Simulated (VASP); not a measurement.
**TePt: single point with LDA+U**

TePt:

```
CELL_PARAMETERS angstrom
3.95488 0.00000 0.00000
-1.97744 3.42502 0.00000
0.00000 0.00000 3.85976
ATOMIC_POSITIONS crystal
Pt 0.00000 0.00000 0.00000
Te 0.66667 0.33333 0.50000
```

| Item | Value |
| --- | --- |
| Program | VASP 6.6.1 |
| Task | single point |
| Functional | LDA |
| Potentials or basis | VASP PAW LDA potentials, release 64 (Pt, Te) |
| Cutoff | 500 eV |
| k mesh | 6 × 6 × 5 |
| Occupations | gaussian, width 0.05 eV |
| Spin | collinear spin, zero start |
| Starting moments | [0.0, 0.0] μB |
| Hubbard terms | Pt d U = 7.0 eV |
| Dipole correction | no |
| Further INCAR settings | ALGO = Normal; EDIFF = 1e-06; NBANDS = 19 |

The pressure is -19.2 GPa, the band gap on the k mesh is zero (filled and empty bands overlap) and the net moment is 0.00 μB per cell. The valence electrons inside the program's atomic spheres are Pt 9.55; Te 3.15.

Stress tensor (GPa, compression positive):
```
-16.92   0.00   0.00
  0.00 -16.92   0.00
  0.00   0.00 -23.70
```

Levels at points of the mesh, in eV from the Fermi level:
Spin up:
| k point | band 4 | band 5 | band 6 | band 7 | band 8 | band 9 | band 10 | band 11 | band 12 | band 13 |
| --- | --- | --- | --- | --- | --- | --- | --- | --- | --- | --- |
| (0.00, 0.00, 0.00) | -4.00 | -2.75 | -2.75 | -1.03 | 0.91 | 0.91 | 1.16 | 6.36 | 7.01 | 7.01 |
| (0.50, 0.00, 0.00) | -3.88 | -3.05 | -2.84 | -2.47 | -1.12 | 1.56 | 3.02 | 6.02 | 7.69 | 8.07 |
Spin down:
```csv
k point,band 6,band 7,band 8,band 9,band 10,band 11
"(0.00, 0.00, 0.00)",-2.75,-1.03,0.91,0.91,1.16,6.36
"(0.50, 0.00, 0.00)",-2.84,-2.47,-1.12,1.56,3.02,6.02
```

Eigenvalues of the final occupation matrices:
```
    site  spin  trace               eigenvalues
site 1 d     1   4.48  0.84 0.84 0.93 0.93 0.95
site 1 d     2   4.48  0.84 0.84 0.93 0.93 0.95
```

Wall time 19 s on 1 thread of AMD EPYC 9R45 96-Core Processor (Zen 5), on a shared host, peak memory 0.14 GiB.

Caveat: spin-orbit coupling is left out, which moves the levels of the heavy elements; the U is typed as a test and isn't derived for this compound.
